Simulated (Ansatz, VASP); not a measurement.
**Be2S in VASP and in Ansatz**

```
CELL_PARAMETERS angstrom
3.15757 0.00000 0.00000
0.00000 3.15757 0.00000
0.00000 0.00000 3.94037
ATOMIC_POSITIONS crystal
Be 0.00000 0.50000 0.16854
Be 0.50000 0.00000 0.83146
S 0.50000 0.50000 0.50000
```

Alike in both runs: task single point; functional PBE-based screened hybrid; k mesh 4 × 4 × 4; occupations fermi-dirac, width 0.05 eV; no spin polarisation.

|  | VASP | Ansatz |
| --- | --- | --- |
| version | VASP 6.6.1 | Ansatz 0.2.0 |
| potentials or method | VASP PAW PBE potentials, release 64 (Be, S) | Ansatz PAW |
| plane-wave cutoff (eV) | 520 | 420 |
| valence electrons in the cell | 10 | 10 |

|  | VASP | Ansatz | Ansatz less VASP |
| --- | --- | --- | --- |
| gap on the k mesh at the Fermi level (eV) | none | none | - |
| pressure (GPa) | -0.2 | -0.1 | +0.12 |
| traceless stress, the component that is largest in VASP (GPa) | -1.17 | -1.21 | -0.038 |
| rms of the force components (eV/Å) | 0.074 | 0.077 | +0.0026 |

VASP's potentials were made for PBE, not for PBE-based screened hybrid. Atom by atom the forces differ by 0.003 eV/Å (rms over components). A gap of «none» marks a metal or a gap that the smearing closes.

The k mesh is coarse, so the values compare programs but aren't converged.
